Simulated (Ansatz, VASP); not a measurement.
# SiC: VASP beside Ansatz

```
Si C
1.0
     0.00000    2.17900    2.17900
     2.17900    0.00000    2.17900
     2.17900    2.17900    0.00000
Si C
1 1
Direct
  0.98623 0.01377 0.01377
  0.25000 0.25000 0.25000
```

Alike in both runs: task single point; functional PBE; k mesh 4 × 4 × 4; no spin polarisation.

```csv
,VASP,Ansatz
version,VASP 6.6.1,Ansatz 0.2 development build
potentials or method,"VASP PAW PBE potentials, release 64 (Si, C), cutoff 600 eV","all-electron full-potential LAPW, scalar-relativistic"
occupations,"gaussian, width 0.01 eV",fixed
```

```tsv
	VASP	Ansatz	Ansatz less VASP
gap on the k mesh at the Fermi level (eV)	1.03	1.03	+0.001
pressure (GPa)	3.9	4.1	+0.20
traceless stress, the component that is largest in VASP (GPa)	3.61	3.61	-0.003
rms of the force components (eV/Å)	0.667	0.666	-0.0004
```

Atom by atom the forces differ by 0.000 eV/Å (rms over components). Ansatz ran all-electron here, and VASP with PAW potentials.

The k mesh is coarse, so the values compare programs but aren't converged.
